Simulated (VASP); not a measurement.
# As (Fm-3m) in VASP: a series of runs, part 2 of 2

VASP 6.6.1.

## Step 3: Relaxation of cell and atoms, PBEsol, target pressure 60 GPa, at which the enthalpy is minimised

File INCAR:

```
ALGO = Normal ; EDIFF = 1E-7
EDIFFG = -0.01 ; ENCUT = 500
GGA = PS ; GGA_COMPAT = F
IBRION = 2 ; ISIF = 3
ISMEAR = -1 ; LASPH = T
LCHARG = F ; LREAL = F
LWAVE = F ; NELM = 120
NELMIN = 4 ; NSW = 80
PREC = Accurate ; PSTRESS = 600.0
SIGMA = 0.1
```

File KPOINTS:

```
k-points
0
Gamma
  9 9 9
```

File POSCAR:

```
As
1.0
    0.0000000000      2.2100000000      2.2100000000
    2.2100000000      0.0000000000      2.2100000000
    2.2100000000      2.2100000000      0.0000000000
As
1
Direct
    0.0000000000      0.0000000000      0.0000000000
```

Potentials or basis: VASP PAW PBE potentials, release 64 (As).

Launch:

```sh
$ cat potpaw_PBE.64/As/POTCAR > POTCAR
$ mpirun -np 1 vasp_std > vasp.out
```

OUTCAR:

```text
EDIFF = 1E-7
   EDIFFG = -0.01
   ENCUT = 500
   GGA = PS
   IBRION = 2
   ISIF = 3
   ISMEAR = -1
   LASPH = T
   LREAL = F
   NELM = 120
   NELMIN = 4
   NSW = 80
   PREC = Accurate
   PSTRESS = 600.0

 ion  position               nearest neighbor table
   1  0.000  0.000  0.000-

  LATTYP: Found a face centered cubic cell.
 ALAT       =     4.4200000000

  Lattice vectors:

 A1 = (   0.0000000000,   2.2100000000,   2.2100000000)
 A2 = (   2.2100000000,   0.0000000000,   2.2100000000)
 A3 = (   2.2100000000,   2.2100000000,   0.0000000000)

Analysis of symmetry for initial positions (statically):
=====================================================================
 Subroutine PRICEL returns:
 Original cell was already a primitive cell.

 Routine SETGRP: Setting up the symmetry group for a
 face centered cubic supercell.

 Subroutine GETGRP returns: Found 48 space group operations
 (whereof 48 operations were pure point group operations)
 out of a pool of 48 trial point group operations.

The static configuration has the point symmetry O_h .

Analysis of symmetry for dynamics (positions and initial velocities):
=====================================================================
 Subroutine PRICEL returns:
 Original cell was already a primitive cell.

 Routine SETGRP: Setting up the symmetry group for a
 face centered cubic supercell.

 Subroutine GETGRP returns: Found 48 space group operations
 (whereof 48 operations were pure point group operations)
 out of a pool of 48 trial point group operations.

The dynamic configuration has the point symmetry O_h .

 Subroutine INISYM returns: Found 48 space group operations
 (whereof 48 operations are pure point group operations),
 and found     1 'primitive' translations

----------------------------------------------------------------------------------------

                                     Primitive cell

  volume of cell :      21.5877

  direct lattice vectors                    reciprocal lattice vectors
     0.000000000  2.210000000  2.210000000    -0.226244344  0.226244344  0.226244344
     2.210000000  0.000000000  2.210000000     0.226244344 -0.226244344  0.226244344
     2.210000000  2.210000000  0.000000000     0.226244344  0.226244344 -0.226244344

  length of vectors
     3.125411973  3.125411973  3.125411973     0.391866699  0.391866699  0.391866699

  position of ions in fractional coordinates (direct lattice)
     0.000000000  0.000000000  0.000000000

  ion indices of the primitive-cell ions
   primitive index   ion index
                 1           1

----------------------------------------------------------------------------------------

 KPOINTS: k-points

Automatic generation of k-mesh.
 Grid dimensions read from file:
 generate k-points for:    9    9    9

 Generating k-lattice:

  Cartesian coordinates                     Fractional coordinates (reciprocal lattice)
    -0.025138260  0.025138260  0.025138260     0.111111111  0.000000000  0.000000000
     0.025138260 -0.025138260  0.025138260     0.000000000  0.111111111  0.000000000
     0.025138260  0.025138260 -0.025138260     0.000000000  0.000000000  0.111111111

  Length of vectors
[... 40 lines left out ...]
   dimension x,y,z NGX =    24 NGY =   24 NGZ =   24
   dimension x,y,z NGXF=    48 NGYF=   48 NGZF=   48
   ions per type =               1
   NGX,Y,Z   is equivalent  to a cutoff of  12.77, 12.77, 12.77 a.u.
   NGXF,Y,Z  is equivalent  to a cutoff of  25.53, 25.53, 25.53 a.u.
 SYSTEM =  unknown system
   PREC   = accura    normal or accurate (medium, high low for compatibility)
   ISTART =      0    job   : 0-new  1-cont  2-samecut
   ICHARG =      2    charge: 1-file 2-atom 10-const
   ISPIN  =      1    spin polarized calculation?
   LNONCOLLINEAR =      F non collinear calculations
   LSORBIT =      F    spin-orbit coupling
   LASPH  =      T    aspherical Exc in radial PAW
   ENCUT  =  500.0 eV  36.75 Ry    6.06 a.u.   5.70  5.70  5.70*2*pi/ulx,y,z
   NELM   =    120;   NELMIN=  4; NELMDL= -5     # of ELM steps
   EDIFF  = 0.1E-06   stopping-criterion for ELM
   LREAL  =      F    real-space projection
   EDIFFG = -.1E-01   stopping-criterion for IOM
   NSW    =     80    number of steps for IOM
   IBRION =      2    ionic relax: 0-MD 1-quasi-New 2-CG
   NFREE  =      1    steps in history (QN), initial steepest desc. (CG)
   ISIF   =      3    stress and relaxation
   ISYM   =      2    0-nonsym 1-usesym 2-fastsym
   POTIM  = 0.5000    time-step for ionic-motion
   TEBEG  =    0.0;   TEEND  =   0.0 temperature during run
   PSTRESS=  600.0 pullay stress
   NELECT =       5.0000    total number of electrons
   NUPDOWN=      -1.0000    fix difference up-down
   EMIN   =  10.00;   EMAX   =-10.00  energy-range for DOS
   EFERMI =   0.00;   METHOD = LEGACY
   ISMEAR =    -1;   SIGMA  =   0.10  broadening in eV -4-tet -1-fermi 0-gaus
   EFERMI_NEDOS =   21; number of points for ismear=-14 and -15
   IALGO  =     38    algorithm
   IMIX   =      4    mixing-type and parameters
     AMIX     =   0.40;   BMIX     =  1.00
     AMIX_MAG =   1.60;   BMIX_MAG =  1.00
  volume/ion in A,a.u.               =      21.59       145.68
  Fermi-wavevector in a.u.,A,eV,Ry     =   1.005378  1.899888 13.752554  1.010784
  Thomas-Fermi vector in A             =   2.138053
   LORBIT       =      0    0 simple, 1 ext, 2 COOP (PROOUT), +10 PAW based schemes
   GGA     = PS    functional components
   LHFCALC =     F    Hartree Fock is set to
   AEXX    =    0.0000 exact exchange contribution
   IVDW    =     0    specifies the selected vdW correction
   LEPSILON=     F    determine dielectric tensor
   LRPA    =     F    only Hartree local field effects (RPA)
 conjugate gradient relaxation of ions
 non-spin polarized calculation
  energy-cutoff  :      500.00
  volume of cell :       21.59
 maximum number of plane-waves:       556
   NGX = 11   NGY = 11   NGZ = 11

--------------------------------------- Ionic step        1  -------------------------------------------

 number of electron       5.0000000 magnetization

 Free energy of the ion-electron system (eV)
  ---------------------------------------------------
  ext. energy  EPLUGINS =         0.00000000
  ---------------------------------------------------
  free energy    TOTEN  =        -4.51277955 eV

  energy without entropy =       -4.48792121  energy(sigma->0) =       -4.50035038

------------------------ aborting loop because EDIFF is reached ----------------------------------------

  FORCE on cell =-STRESS in cart. coord.  units (eV):
  Direction    XX          YY          ZZ          XY          YZ          ZX
  --------------------------------------------------------------------------------------
  -------------------------------------------------------------------------------------
  Total       -1.3566197     -1.3566197     -1.3566197     -0.0000000     -0.0000000      0.0000000
  in kB     -100.6843307   -100.6843307   -100.6843307     -0.0000000     -0.0000000      0.0000000
  external PRESSURE =    -700.6843307 kB  Pullay stress =     600.0000000 kB
[... 94 lines left out ...]
  energy  without entropy=       -4.5824731465  energy(sigma->0) =       -4.59260078

  enthalpy is  TOTEN    =         2.7915217884 eV   P V=        7.3942501933

 E-fermi :   6.9143     XC(G=0): -11.0343

 val. band max:        6.8358932244   @ k =   0.2222   0.0000   0.0000
 cond. band min:       7.0842313341   @ k =  -0.4444   0.2222   0.1111
 fundamental gap:      0.2483381097
 Fermi energy:         6.9143395036

 k-point     1 :       0.0000    0.0000    0.0000
  band No.  band energies     occupation
      1      -8.6496      2.00000
      2      12.9192      0.00000
      3      12.9192      0.00000
      4      12.9192      0.00000
      5      19.3576      0.00000
      6      19.3576      0.00000
[... 199 lines left out ...]
 k-point    24 :       0.4444    0.4444    0.0000
  band No.  band energies     occupation
      1      -2.6978      2.00000
      2       1.7796      2.00000
      3       7.5003      0.00569
      4       7.5003      0.00569
      5      12.0186      0.00000
      6      12.5351      0.00000

 [... further k-points ...]

[... ionic steps 4 to 7 ...]

--------------------------------------- Ionic step        8  -------------------------------------------

 number of electron       5.0000000 magnetization

------------------------ aborting loop because EDIFF is reached ----------------------------------------
[... 69 lines left out ...]
--------------------------------------- Ionic step       10  -------------------------------------------

 number of electron       5.0000000 magnetization

 Free energy of the ion-electron system (eV)
  ---------------------------------------------------
  ext. energy  EPLUGINS =         0.00000000
  ---------------------------------------------------
  free energy    TOTEN  =        -3.89841509 eV

  energy without entropy =       -3.88664816  energy(sigma->0) =       -3.89253163

 E-fermi :  11.4238     XC(G=0): -12.5033

 val. band max:       11.3657579440   @ k =  -0.4444   0.3333   0.1111
 cond. band min:      11.5535036708   @ k =   0.2222   0.0000   0.0000
 fundamental gap:      0.1877457268
 Fermi energy:        11.4237557271

 k-point     1 :       0.0000    0.0000    0.0000
  band No.  band energies     occupation
      1      -7.8709      2.00000
      2      20.4223      0.00000
      3      20.4223      0.00000
      4      20.4223      0.00000
      5      25.1861      0.00000
      6      25.1861      0.00000
[... 239 lines left out ...]
  energy  without entropy=       -3.8866481603  energy(sigma->0) =       -3.89253163

  enthalpy is  TOTEN    =         1.0713537772 eV   P V=        4.9697688700

 reached required accuracy - stopping structural energy minimisation
```

CONTCAR:

```text
As
   1.00000000000000
    -0.0000000000000000    1.8791228601227232    1.8791228601227232
     1.8791228601227232   -0.0000000000000000    1.8791228601227232
     1.8791228601227232    1.8791228601227232   -0.0000000000000000
  As
     1
Direct
     0.0000000000000000    0.0000000000000000    0.0000000000000000

  0.00000000E+00  0.00000000E+00  0.00000000E+00
```

Run time: 82 s. Hardware: 1 thread of AMD EPYC 7R43 (Zen 3), shared host; peak memory 0.13 GiB.

What came out:

* Free energy: -3.8984 eV
* Relaxed volume: 13.27 Å³/atom
* Relaxed cell: a = 2.657 Å, b = 2.657 Å, c = 2.657 Å, α = 60.00°, β = 60.00°, γ = 60.00°
* Space group after relaxing (to 0.1 Å): Fm-3m (No. 225)
* Energy change on relaxing (the run minimises the enthalpy): +614.4 meV/atom
* Ionic steps: 10
* Pressure after relaxing: 60.0 GPa
* Band gap on the k mesh: zero (an odd number of electrons rules out a gap without spin polarisation)

The path:
```tsv
step	energy change (eV)	largest force (eV/Å)	pressure (GPa)	volume (Å³)
1	0.0000	0.0000	-10.07	21.59
2	63.3970	0.0000	6370.11	3.49
3	-0.0899	0.0000	-5.14	19.74
4	-0.1109	0.0000	0.74	18.34
5	1.1653	0.0000	94.62	12.11
6	0.4749	0.0000	50.92	13.67
7	0.6012	0.0000	59.15	13.31
8	0.6541	0.0000	62.55	13.17
9	0.5270	0.0000	54.33	13.52
10	0.6144	0.0000	59.99	13.27
```

Final structure:
```cif
data_structure
_symmetry_space_group_name_H-M 'P 1'
_symmetry_Int_Tables_number 1
_cell_length_a 2.6575
_cell_length_b 2.6575
_cell_length_c 2.6575
_cell_angle_alpha 60.000
_cell_angle_beta 60.000
_cell_angle_gamma 60.000
_cell_volume 13.27
loop_
_atom_site_label
_atom_site_type_symbol
_atom_site_fract_x
_atom_site_fract_y
_atom_site_fract_z
_atom_site_occupancy
As1 As 0.00000 0.00000 0.00000 1
```

Caveat: the cell is relaxed towards a set pressure, so the run minimises the enthalpy, not the energy; the volume moved by over 15 % at a fixed basis, so the end points are rough; the PAW data sets were made with another functional, which shifts forces and pressure a little.
